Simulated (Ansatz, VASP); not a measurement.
ZnS in VASP and in Ansatz

```
CELL_PARAMETERS angstrom
3.80680 0.00000 0.00000
-1.90340 3.29679 0.00000
0.00000 0.00000 6.24658
ATOMIC_POSITIONS crystal
Zn 0.33333 0.66667 0.00036
Zn 0.66667 0.33333 0.50036
S 0.33333 0.66667 0.37464
S 0.66667 0.33333 0.87464
```

Alike in both runs: functional r2SCAN; k mesh 9 × 9 × 6; occupations gaussian, width 0.02 eV; no spin polarisation.

Ansatz relaxed the structure, and its values are those at the end. VASP's run is a single point on that final structure, the one shown.

```csv
,VASP,Ansatz
version,VASP 6.6.1,Ansatz 0.2.0
potentials or method,"VASP PAW PBE potentials, release 64 (Zn, S), cutoff 520 eV","scalar-relativistic, plane waves, PAW"
valence electrons in the cell,36,36
```

```tsv
	VASP	Ansatz	Ansatz less VASP
gap on the k mesh at the Fermi level (eV)	2.78	2.77	-0.012
least direct gap on the mesh (eV)	2.78	2.77	-0.012
pressure (GPa)	0.0	0.0	-0.03
```

VASP's potentials were made for PBE, not for r2SCAN.
